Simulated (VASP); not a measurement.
Here is a VASP 6.6.1 calculation.

Contents of INCAR:

```
ALGO = Normal
EDIFF = 1E-6
ENCUT = 520
GGA = PE
ISIF = 2
ISMEAR = -1
LASPH = T
LCHARG = F
LREAL = F
LWAVE = F
NBANDS = 16
NELM = 100
PREC = Accurate
SIGMA = 0.05
```

KPOINTS

```
k-points
0
Gamma
  17 17 13
```

Contents of POSCAR:

```
ZrB2
1.0
    3.1700000000      0.0000000000      0.0000000000
   -1.5850000000      2.7453005300      0.0000000000
    0.0000000000      0.0000000000      3.5330000000
Zr B
1 2
Direct
    0.0000000000      0.0000000000      0.0000000000
    0.3333333333      0.6666666667      0.5000000000
    0.6666666667      0.3333333333      0.5000000000
```

Potentials or basis: VASP PAW PBE potentials, release 64 (Zr_sv, B).

Run with:

```bash
$ cat potpaw_PBE.64/Zr_sv/POTCAR potpaw_PBE.64/B/POTCAR > POTCAR
$ mpirun -np 1 vasp_std > vasp.out
```

Task: What does it give for the band gap on the k mesh?

Result: Zero (band 9 reaches 11.18 eV, above the bottom of band 10 at 9.96 eV).

Task: Estimate the pressure.

Result: 0.9 GPa.

Stress tensor (GPa, compression positive):
```
0.68 0.00 0.00
0.00 0.68 0.00
0.00 0.00 1.33
```
